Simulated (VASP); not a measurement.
Set up this calculation in VASP 6.6.1, as the native input.

- Task: single point
- Functional: LDA
- Potentials or basis: VASP PAW LDA potentials, release 64 (W_sv)
- Cutoff: 500 eV
- k mesh: 16 × 16 × 12
- Occupations: gaussian, width 0.15 eV
- Spin: no spin polarisation
- Dipole correction: no
- Further INCAR settings: ALGO = Normal; EDIFF = 1e-06; NBANDS = 21

The structure of W lies in POSCAR:

```
W
1.0
    0.0000000000     -1.9864787844     -1.9864787844
    0.0000000000      1.9864787844     -1.9864787844
    3.9729575688      0.0000000000      0.0000000000
W
2
Direct
    0.5406749876      0.4593250124      0.4931537150
   -0.0406749876      0.0406749876      0.0068462850
```

This cell differs from its parent crystal: atoms displaced along a vibrational mode.

These files were run (other wordings do the same):

INCAR

```
PREC = Accurate
ENCUT = 500
EDIFF = 1E-6
ISMEAR = 0
SIGMA = 0.15
LREAL = False
LASPH = True
NELM = 120
ALGO = Normal
ISIF = 2
LWAVE = False
LCHARG = False
GGA = CA
NBANDS = 21
GGA_COMPAT = False
```

KPOINTS

```
regular mesh
0
Gamma
  16 16 12
```

Potentials or basis: VASP PAW LDA potentials, release 64 (W_sv).

The run is started by

```console
$ cat potpaw_LDA.64/W_sv/POTCAR > POTCAR
$ mpirun -np 1 vasp_std > vasp.out
```

Results of the run:

```json
{"Pressure": "8.4 GPa", "Largest force": "1.418 eV/Å", "Band gap on the k mesh": "zero (bands 14 and 15 overlap by 3.87 eV)"}
```

Caveat: the cell differs from its parent crystal (atoms displaced along a vibrational mode); the cell stands under pressure; spin-orbit coupling is left out, which moves the levels of the heavy elements; forces of over 1 eV/Å act on the atoms, so gaps and moduli don't describe the material at rest.

Run time: 7.6 min on 1 thread of Intel Xeon 8259CL (shared host), peak memory 0.47 GiB.
